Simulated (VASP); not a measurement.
Here is a VASP 6.6.1 calculation.

File INCAR:

```
PREC = Accurate
ENCUT = 520
EDIFF = 1E-6
ISMEAR = 0
SIGMA = 0.03
LREAL = False
LASPH = True
NELM = 80
ALGO = Normal
ISIF = 2
LWAVE = False
LCHARG = True
GGA = PE
LELF = True
LVHAR = True
NBANDS = 25
```

File KPOINTS:

```
regular mesh
0
Gamma
  10 10 5
```

POSCAR

```
CuO
1.0
    2.3418500000     -1.7113000000      0.0000000000
    2.3418500000      1.7113000000      0.0000000000
   -0.8500274268      0.0000000000      5.0578693947
Cu O
2 2
Direct
    0.5000000000      0.0000000000      0.5000000000
    0.0000000000      0.5000000000      0.0000000000
    0.4184000000      0.5816000000      0.7500000000
    0.5816000000      0.4184000000      0.2500000000
```

Potentials or basis: VASP PAW PBE potentials, release 64 (Cu, O).

Launch:

```console
$ cat potpaw_PBE.64/Cu/POTCAR potpaw_PBE.64/O/POTCAR > POTCAR
$ mpirun -np 1 vasp_std > vasp.out
```

(1) Estimate the largest force.

(2) Estimate the pressure.

(3) Predict the band gap on the k mesh.

## Answers

(1) 0.218 eV/Å.

(2) 6.4 GPa.

(3) zero (bands 17 and 18 overlap by 0.60 eV).

Caveat: the cell stands under pressure; semilocal functionals often make such compounds metallic where correlation or magnetic order opens a gap, which also shifts bond lengths.
